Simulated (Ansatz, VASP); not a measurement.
**Be in VASP and in Ansatz**

```
Be
1.0
     3.75926    0.00000    0.00000
     0.00000    3.75926    0.00000
     0.00000    0.00000    2.28886
Be
4
Cartesian
  1.1180 1.1180 0.0000
  2.6412 2.6412 0.0000
  0.7616 2.9977 1.1444
  2.9977 0.7616 1.1444
```

Change from the starting cell: volume scaled by 1.01.

Alike in both runs: task single point; functional PBEsol; k mesh 9 × 9 × 14; occupations fermi-dirac, width 0.05 eV; no spin polarisation.

|  | VASP | Ansatz |
| --- | --- | --- |
| version | VASP 6.6.1 | Ansatz 0.2.0 |
| potentials or method | VASP PAW PBE potentials, release 64 (Be), cutoff 520 eV | all-electron LAPW, scalar-relativistic |

|  | VASP | Ansatz | Ansatz less VASP |
| --- | --- | --- | --- |
| pressure (GPa) | -1.9 | -2.3 | -0.43 |
| traceless stress, the component that is largest in VASP (GPa) | -0.89 | -0.89 | -0.009 |
| rms of the force components (eV/Å) | 0.001 | 0.003 | +0.0020 |

VASP's potentials were made for PBE, not for PBEsol. Atom by atom the forces differ by 0.002 eV/Å (rms over components). Ansatz ran all-electron here, and VASP with PAW potentials.
